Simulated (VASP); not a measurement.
# Sb (Fd-3m) in VASP: notebook

The runs below take Sb through density of states, with PBE.

Program: VASP 6.6.1. These are calculated values, not measurements. Logs are shortened: lines on timing, memory, paths and dates and some standing lists are left out, and cuts for length are marked.

### 1 The cell of the first run

The structure is cubic, space group Fd-3m (No. 227). The conventional cell has a = 6.988 Å, b = 6.988 Å, c = 6.988 Å, α = 90.00°, β = 90.00°, γ = 90.00°. Within 4.0 Å of Sb (site symmetry -43m) lie 4 Sb at 3.03 Å.

### 2 Density of states, PBE

POSCAR

```
Sb
1.0
    0.0000000000      3.4940310074      3.4940310074
    3.4940310074      0.0000000000      3.4940310074
    3.4940310074      3.4940310074      0.0000000000
Sb
2
Direct
   -0.1250000000     -0.1250000000     -0.1250000000
    0.1250000000      0.1250000000      0.1250000000
```

INCAR.step1

```
SYSTEM = Sb
ALGO = Normal
EDIFF = 1E-6
ENCUT = 400
GGA = PE
GGA_COMPAT = .False.
ISIF = 2
ISMEAR = -1
LASPH = .True.
LCHARG = .True.
LORBIT = 11
LREAL = .False.
LWAVE = .False.
NBANDS = 12
NEDOS = 2001
NELM = 120
PREC = Accurate
SIGMA = 0.08
```

KPOINTS.step1

```
k-points
0
Gamma
  10 10 10
  0 0 0
```

INCAR.step2

```
SYSTEM = Sb
ALGO = Normal
EDIFF = 1E-6
ENCUT = 400
GGA = PE
GGA_COMPAT = .False.
ICHARG = 11
ISIF = 2
ISMEAR = -5
LASPH = .True.
LCHARG = .False.
LORBIT = 10
LREAL = .False.
LWAVE = .False.
NBANDS = 12
NEDOS = 2001
NELM = 120
PREC = Accurate
SIGMA = 0.08
```

KPOINTS.step2

```
k-points
0
Gamma
  15 15 15
  0 0 0
```

Potentials or basis: VASP PAW PBE potentials, release 64 (Sb).

Command:

```
cat potpaw_PBE.64/Sb/POTCAR > POTCAR
cp INCAR.step1 INCAR
cp KPOINTS.step1 KPOINTS
mpirun -np 1 vasp_std > vasp.out
cp INCAR.step2 INCAR
cp KPOINTS.step2 KPOINTS
mpirun -np 1 vasp_std > vasp.out
```

OUTCAR:

```text
SYSTEM = Sb
   EDIFF = 1E-6
   ENCUT = 400
   GGA = PE
   ICHARG = 11
   ISIF = 2
   ISMEAR = -5
   LASPH = .True.
   LORBIT = 10
   LREAL = .False.
   NELM = 120
   PREC = Accurate

 ion  position               nearest neighbor table
   1  0.875  0.875  0.875-   2 3.03   2 3.03   2 3.03   2 3.03
   2  0.125  0.125  0.125-   1 3.03   1 3.03   1 3.03   1 3.03

  LATTYP: Found a face centered cubic cell.
 ALAT       =     6.9880620148

  Lattice vectors:

 A1 = (   0.0000000000,   3.4940310074,   3.4940310074)
 A2 = (   3.4940310074,   0.0000000000,   3.4940310074)
 A3 = (   3.4940310074,   3.4940310074,   0.0000000000)

Analysis of symmetry for initial positions (statically):
=====================================================================
 Subroutine PRICEL returns:
 Original cell was already a primitive cell.

 Routine SETGRP: Setting up the symmetry group for a
 face centered cubic supercell.

 Subroutine GETGRP returns: Found 48 space group operations
 (whereof 12 operations were pure point group operations)
 out of a pool of 48 trial point group operations.

The static configuration has the point symmetry D_3d.
 The point group associated with its full space group is O_h .

Analysis of symmetry for dynamics (positions and initial velocities):
=====================================================================
 Subroutine PRICEL returns:
 Original cell was already a primitive cell.

 Routine SETGRP: Setting up the symmetry group for a
 face centered cubic supercell.

 Subroutine GETGRP returns: Found 48 space group operations
 (whereof 12 operations were pure point group operations)
 out of a pool of 48 trial point group operations.

The dynamic configuration has the point symmetry D_3d.
 The point group associated with its full space group is O_h .

 Subroutine INISYM returns: Found 48 space group operations
 (whereof 12 operations are pure point group operations),
 and found     1 'primitive' translations

----------------------------------------------------------------------------------------

                                     Primitive cell

  volume of cell :      85.3120

  direct lattice vectors                    reciprocal lattice vectors
     0.000000000  3.494031007  3.494031007    -0.143101191  0.143101191  0.143101191
     3.494031007  0.000000000  3.494031007     0.143101191 -0.143101191  0.143101191
     3.494031007  3.494031007  0.000000000     0.143101191  0.143101191 -0.143101191

  length of vectors
     4.941306038  4.941306038  4.941306038     0.247858534  0.247858534  0.247858534

  position of ions in fractional coordinates (direct lattice)
     0.875000000  0.875000000  0.875000000
     0.125000000  0.125000000  0.125000000

  ion indices of the primitive-cell ions
   primitive index   ion index
                 1           1
                 2           2

----------------------------------------------------------------------------------------

 KPOINTS: k-points

Automatic generation of k-mesh.
 Grid dimensions read from file:
 generate k-points for:   15   15   15

 Generating k-lattice:

  Cartesian coordinates                     Fractional coordinates (reciprocal lattice)
    -0.009540079  0.009540079  0.009540079     0.066666667  0.000000000  0.000000000
     0.009540079 -0.009540079  0.009540079     0.000000000  0.066666667  0.000000000
     0.009540079  0.009540079 -0.009540079     0.000000000  0.000000000  0.066666667

  Length of vectors
     0.016523902  0.016523902  0.016523902

  Shift w.r.t. Gamma in fractional coordinates (k-lattice)
     0.000000000  0.000000000  0.000000000

 TETIRR: Found    484 inequivalent tetrahedra from    20250

 Subroutine IBZKPT returns following result:
 ===========================================

 Found    120 irreducible k-points:

 Following reciprocal coordinates:
            Coordinates               Weight
  0.000000  0.000000  0.000000      1.000000
  0.066667  0.000000  0.000000      8.000000
  0.133333  0.000000  0.000000      8.000000
  0.200000  0.000000  0.000000      8.000000
  0.266667  0.000000  0.000000      8.000000
  0.333333  0.000000  0.000000      8.000000
[... 16 lines left out ...]
  0.133333  0.133333  0.000000      6.000000
  0.200000  0.133333  0.000000     24.000000
 [... further k-points ...]
   k-points           NKPTS =    120   k-points in BZ     NKDIM =    120   number of bands    NBANDS=     12
   number of dos      NEDOS =   2001   number of ions     NIONS =      2
   total plane-waves  NPLWV =  32768
   dimension x,y,z NGX =    32 NGY =   32 NGZ =   32
   dimension x,y,z NGXF=    64 NGYF=   64 NGZF=   64
   ions per type =               2
   NGX,Y,Z   is equivalent  to a cutoff of  10.77, 10.77, 10.77 a.u.
   NGXF,Y,Z  is equivalent  to a cutoff of  21.53, 21.53, 21.53 a.u.
 SYSTEM =  Sb
   PREC   = accura    normal or accurate (medium, high low for compatibility)
   ISTART =      0    job   : 0-new  1-cont  2-samecut
   ICHARG =     11    charge: 1-file 2-atom 10-const
   ISPIN  =      1    spin polarized calculation?
   LNONCOLLINEAR =      F non collinear calculations
   LSORBIT =      F    spin-orbit coupling
   LASPH  =      T    aspherical Exc in radial PAW
   ENCUT  =  400.0 eV  29.40 Ry    5.42 a.u.   8.06  8.06  8.06*2*pi/ulx,y,z
   NELM   =    120;   NELMIN=  2; NELMDL=  0     # of ELM steps
   EDIFF  = 0.1E-05   stopping-criterion for ELM
   LREAL  =      F    real-space projection
   EDIFFG = 0.1E-04   stopping-criterion for IOM
   NSW    =      0    number of steps for IOM
   IBRION =     -1    ionic relax: 0-MD 1-quasi-New 2-CG
   NFREE  =      0    steps in history (QN), initial steepest desc. (CG)
   ISIF   =      2    stress and relaxation
   ISYM   =      2    0-nonsym 1-usesym 2-fastsym
   POTIM  = 0.5000    time-step for ionic-motion
   TEBEG  =    0.0;   TEEND  =   0.0 temperature during run
   PSTRESS=    0.0 pullay stress
   NELECT =      10.0000    total number of electrons
   NUPDOWN=      -1.0000    fix difference up-down
   EMIN   =  10.00;   EMAX   =-10.00  energy-range for DOS
   EFERMI =   0.00;   METHOD = LEGACY
   ISMEAR =    -5;   SIGMA  =   0.08  broadening in eV -4-tet -1-fermi 0-gaus
   EFERMI_NEDOS =   21; number of points for ismear=-14 and -15
   IALGO  =     38    algorithm
   IMIX   =      4    mixing-type and parameters
     AMIX     =   0.40;   BMIX     =  1.00
     AMIX_MAG =   1.60;   BMIX_MAG =  1.00
  volume/ion in A,a.u.               =      42.66       287.86
  Fermi-wavevector in a.u.,A,eV,Ry     =   0.801195  1.514038  8.733756  0.641913
  Thomas-Fermi vector in A             =   1.908635
   LORBIT       =     10    0 simple, 1 ext, 2 COOP (PROOUT), +10 PAW based schemes
   GGA     = PE    functional components
   LHFCALC =     F    Hartree Fock is set to
   AEXX    =    0.0000 exact exchange contribution
   IVDW    =     0    specifies the selected vdW correction
   LEPSILON=     F    determine dielectric tensor
   LRPA    =     F    only Hartree local field effects (RPA)
 non-spin polarized calculation
 Fermi weights with tetrahedron method with Bloechl corrections
  energy-cutoff  :      400.00
  volume of cell :       85.31
 maximum number of plane-waves:      1566

 number of electron      10.0000001 magnetization

 Free energy of the ion-electron system (eV)
  ---------------------------------------------------
  ext. energy  EPLUGINS =         0.00000000
  ---------------------------------------------------
  free energy    TOTEN  =        -7.66280924 eV

  energy without entropy =       -7.66280924  energy(sigma->0) =       -7.66280924

 E-fermi :   3.8659     XC(G=0):  -7.8623

 val. band max:        3.8855774874   @ k =  -0.4667   0.4000   0.1333
 cond. band min:       3.9155677318   @ k =  -0.3333   0.4000   0.1333
 fundamental gap:      0.0299902444
 Fermi energy:         3.8659211291

 k-point     1 :       0.0000    0.0000    0.0000
  band No.  band energies     occupation
      1      -7.5582      2.00000
      2      -1.5095      2.00000
      3       2.1178      2.00000
      4       2.1178      2.00000
      5       2.1178      2.00000
      6       4.4006      0.00000
      7       4.4006      0.00000
      8       4.4006      0.00000
      9       7.8298      0.00000
     10      10.2174      0.00000
     11      10.2174      0.00000
     12      11.4124      0.00000

 k-point     2 :       0.0667    0.0000    0.0000
  band No.  band energies     occupation
      1      -7.5279      2.00000
      2      -1.6420      2.00000
      3       2.0680      2.00000
      4       2.0680      2.00000
      5       2.1291      2.00000
      6       4.4726      0.00000
      7       4.4726      0.00000
      8       4.4752      0.00000
      9       7.9868      0.00000
     10      10.0439      0.00000
     11      10.0439      0.00000
     12      11.2740      0.00000

 k-point     3 :       0.1333    0.0000    0.0000
  band No.  band energies     occupation
      1      -7.4381      2.00000
      2      -1.9926      2.00000
      3       1.9416      2.00000
      4       1.9416      2.00000
      5       2.1197      2.00000
      6       4.6587      0.00000
      7       4.6587      0.00000
      8       4.7309      0.00000
      9       8.3971      0.00000
     10       9.7750      0.00000
     11       9.7750      0.00000
     12      11.0128      0.00000

 k-point     4 :       0.2000    0.0000    0.0000
  band No.  band energies     occupation
      1      -7.2931      2.00000
      2      -2.4677      2.00000
      3       1.7829      2.00000
      4       1.7829      2.00000
      5       2.0449      2.00000
      6       4.8944      0.00000
      7       4.8944      0.00000
      8       5.1917      0.00000
      9       8.8834      0.00000
     10       9.6144      0.00000
     11       9.6144      0.00000
     12      10.8750      0.00000

 k-point     5 :       0.2667    0.0000    0.0000
  band No.  band energies     occupation
      1      -7.1020      2.00000
      2      -2.9845      2.00000
      3       1.6280      2.00000
      4       1.6280      2.00000
      5       1.9261      2.00000
      6       5.1170      0.00000
      7       5.1170      0.00000
      8       5.8166      0.00000
      9       9.1788      0.00000
     10       9.6315      0.00000
     11       9.6315      0.00000
     12      11.0569      0.00000
[... 228 lines left out ...]
      1      -7.3690      2.00000
      2      -2.2251      2.00000
      3       1.6032      2.00000
      4       1.9527      2.00000
      5       2.2942      2.00000
      6       4.6550      0.00000
      7       4.6673      0.00000
      8       5.1373      0.00000
      9       8.6761      0.00000
     10       9.4296      0.00000
     11       9.8219      0.00000
     12      11.2365      0.00000

 k-point    22 :      -0.0667    0.0667    0.0000
  band No.  band energies     occupation
      1      -7.4776      2.00000
      2      -1.8434      2.00000
      3       1.8502      2.00000
      4       2.0549      2.00000
      5       2.2273      2.00000
      6       4.4912      0.00000
      7       4.4995      0.00000
      8       4.7700      0.00000
      9       8.2287      0.00000
     10       9.6990      0.00000
     11      10.0022      0.00000
     12      11.4168      0.00000

 k-point    23 :       0.1333    0.1333    0.0000
  band No.  band energies     occupation
      1      -7.3965      2.00000
      2      -2.1230      2.00000
      3       1.6819      2.00000
      4       1.6819      2.00000
      5       2.6761      2.00000
      6       4.0652     -0.00676
      7       5.0545      0.00000
      8       5.0545      0.00000
      9       8.5938      0.00000
     10       9.0492      0.00000
     11      10.4000      0.00000
     12      11.7895      0.00000

 k-point    24 :       0.2000    0.1333    0.0000
  band No.  band energies     occupation
      1      -7.2875      2.00000
      2      -2.4577      2.00000
      3       1.4893      2.00000
      4       1.5136      2.00000
      5       2.8391      2.00000
      6       4.0431     -0.03977
      7       5.3381      0.00000
      8       5.3833      0.00000
      9       8.7937      0.00000
     10       9.0183      0.00000
     11      10.3849      0.00000
     12      11.6793      0.00000

 [... further k-points ...]

------------------------ aborting loop because EDIFF is reached ----------------------------------------

  FORCE on cell =-STRESS in cart. coord.  units (eV):
  Direction    XX          YY          ZZ          XY          YZ          ZX
  --------------------------------------------------------------------------------------
  -------------------------------------------------------------------------------------
  Total        0.0618708      0.0618708      0.0618708     -0.0000000      0.0000000      0.0000000
  in kB        1.1619464      1.1619464      1.1619464     -0.0000000      0.0000000      0.0000000
  external PRESSURE =       1.1619464 kB  Pullay stress =       0.0000000 kB

 VOLUME and BASIS-vectors are now :
 -----------------------------------------------------------------------------
  energy-cutoff  :      400.00
  volume of cell :       85.31
      direct lattice vectors                 reciprocal lattice vectors
     0.000000000  3.494031007  3.494031007    -0.143101191  0.143101191  0.143101191
     3.494031007  0.000000000  3.494031007     0.143101191 -0.143101191  0.143101191
     3.494031007  3.494031007  0.000000000     0.143101191  0.143101191 -0.143101191

 POSITION                                       TOTAL-FORCE (eV/Angst)
 -----------------------------------------------------------------------------------
      6.11455      6.11455      6.11455         0.000000      0.000000      0.000000
      0.87351      0.87351      0.87351        -0.000000     -0.000000     -0.000000
 -----------------------------------------------------------------------------------
    total drift:                                0.000000      0.000000     -0.000000

  FREE ENERGIE OF THE ION-ELECTRON SYSTEM (eV)
  ---------------------------------------------------
  free  energy   TOTEN  =        -7.6628092358 eV

  energy  without entropy=       -7.6628092358  energy(sigma->0) =       -7.66280924

 total charge

# of ion       s       p       d       tot
------------------------------------------
    1        1.246   1.104   0.023   2.372
    2        1.246   1.104   0.023   2.372
--------------------------------------------------
tot          2.492   2.207   0.045   4.744
```

Wall time 30 s (1 thread of AMD EPYC 9R45 (Zen 5), shared host); peak memory 0.18 GiB.

Results:

* Valence electrons inside the program's atomic spheres: Sb 2.37

Levels at points of the mesh, in eV from the Fermi level:
```csv
k point,band 3,band 4,band 5,band 6,band 7,band 8
"(0.00, 0.00, 0.00)",-1.75,-1.75,-1.75,0.53,0.53,0.53
```

Caveat: spin-orbit coupling is left out, which moves the levels of the heavy elements; tetrahedron occupations give inexact forces and stress in metals.

### 3 Density of states, PBE (volume scaled by 0.4)

POSCAR

```
Sb
1.0
    0.0000000000      2.5744240577      2.5744240577
    2.5744240577      0.0000000000      2.5744240577
    2.5744240577      2.5744240577      0.0000000000
Sb
2
Direct
   -0.1250000000     -0.1250000000     -0.1250000000
    0.1250000000      0.1250000000      0.1250000000
```

INCAR.step1

```
  PREC = Accurate
  ENCUT = 400
  EDIFF = 1E-6
  ISMEAR = -1
  SIGMA = 0.08
  LREAL = False
  LASPH = True
  NELM = 120
  ALGO = Normal
  ISIF = 2
  LWAVE = False
  LCHARG = True
  GGA = PE
  NBANDS = 12
  GGA_COMPAT = False
  NEDOS = 2001
  LORBIT = 11
```

KPOINTS.step1

```
regular mesh
0
Gamma
  10 10 10
```

INCAR.step2

```
  PREC = Accurate
  ENCUT = 400
  EDIFF = 1E-6
  ISMEAR = -5
  SIGMA = 0.08
  LREAL = False
  LASPH = True
  NELM = 120
  ALGO = Normal
  ISIF = 2
  LWAVE = False
  LCHARG = False
  GGA = PE
  LORBIT = 11
  NBANDS = 12
  NEDOS = 1001
  ICHARG = 11
  GGA_COMPAT = False
```

KPOINTS.step2

```
regular mesh
0
Gamma
  15 15 15
```

Potentials or basis: VASP PAW PBE potentials, release 64 (Sb).

Command:

```
cat potpaw_PBE.64/Sb/POTCAR > POTCAR
cp INCAR.step1 INCAR
cp KPOINTS.step1 KPOINTS
mpirun -np 1 vasp_std > vasp.out
cp INCAR.step2 INCAR
cp KPOINTS.step2 KPOINTS
mpirun -np 1 vasp_std > vasp.out
```

Wall time 20 s (1 thread of Intel Xeon 6975P-C, shared host); peak memory 0.15 GiB.

Results (log left out):

```yaml
Valence_electrons_inside_the_program's_atomic_spheres: Sb 3.31
```

Levels at points of the mesh, in eV from the Fermi level:
```csv
k point,band 3,band 4,band 5,band 6,band 7,band 8
"(0.00, 0.00, 0.00)",-2.84,-2.84,-0.55,-0.55,-0.55,1.23
```

Caveat: spin-orbit coupling is left out, which moves the levels of the heavy elements; tetrahedron occupations give inexact forces and stress in metals.
